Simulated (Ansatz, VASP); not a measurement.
One calculation of FeCo3, two programs

Contents of INCAR:

```
  ALGO = Normal
  EDIFF = 1E-6
  ENCUT = 690
  GGA = PS
  GGA_COMPAT = F
  ISIF = 2
  ISMEAR = 0
  ISPIN = 2
  LASPH = T
  LCHARG = F
  LMAXMIX = 4
  LORBIT = 11
  LREAL = F
  LWAVE = F
  MAGMOM = 2.85 1.83 1.83 1.83
  NBANDS = 46
  NELM = 200
  PREC = Accurate
  SIGMA = 0.1
```

KPOINTS

```
k-points
0
Gamma
  1 1 1
```

File POSCAR:

```
FeCo3
1.0
    3.5357026200      0.0000000000      0.0000000000
    0.0000000000      3.5357026200      0.0000000000
    0.0000000000      0.0000000000      3.5357026200
Fe Co
1 3
Direct
    0.0000000000      0.0000000000      0.0000000000
    0.5000000000      0.5000000000      0.0000000000
    0.5000000000      0.0000000000      0.5000000000
    0.0000000000      0.5000000000      0.5000000000
```

Input for Ansatz:

```yaml
crystal:
  lattice:
    - [3.53570262, 0.0, 0.0]
    - [0.0, 3.53570262, 0.0]
    - [0.0, 0.0, 3.53570262]
  atoms:
    - { symbol: Fe, position: [0.0, 0.0, 0.0], spin: 2.85 }
    - { symbol: Co, position: [0.5, 0.5, 0.0], spin: 1.83 }
    - { symbol: Co, position: [0.5, 0.0, 0.5], spin: 1.83 }
    - { symbol: Co, position: [0.0, 0.5, 0.5], spin: 1.83 }
basis:
  ecutwfc: 420
kpoints:
  mp_grid: { grid: [1, 1, 1] }
hamiltonian:
  xc: pbesol
scf:
  occupations: { method: gaussian, width: 0.1 }
output:
  forces: true
  stress: true
  eigenvalues: true
  populations: true
magnetization:
  spin_polarized: true
```

Alike in both runs: task single point; functional PBEsol; k mesh 1 × 1 × 1; occupations gaussian, width 0.1 eV; collinear spin.

|  | VASP | Ansatz |
| --- | --- | --- |
| version | VASP 6.6.1 | Ansatz 0.2.0 |
| potentials or method | VASP PAW PBE potentials, release 64 (Fe_sv, Co_sv), cutoff 690 eV | scalar-relativistic, plane waves, PAW |
| valence electrons in the cell | 67 | 67 |

|  | VASP | Ansatz | Ansatz less VASP |
| --- | --- | --- | --- |
| pressure (GPa) | 16.6 | 17.5 | +0.86 |
| net moment per atom (μB) | 2.75 | 2.75 | 0.000 |
| size of the moment on the site where the two differ most (μB) | 3.03 | 3.24 | +0.208 |

VASP's potentials were made for PBE, not for PBEsol. Site moments also hang on the region over which each program counts them. Ansatz's warnings: stability check not made.

The k mesh is coarse, so the values compare programs but aren't converged.
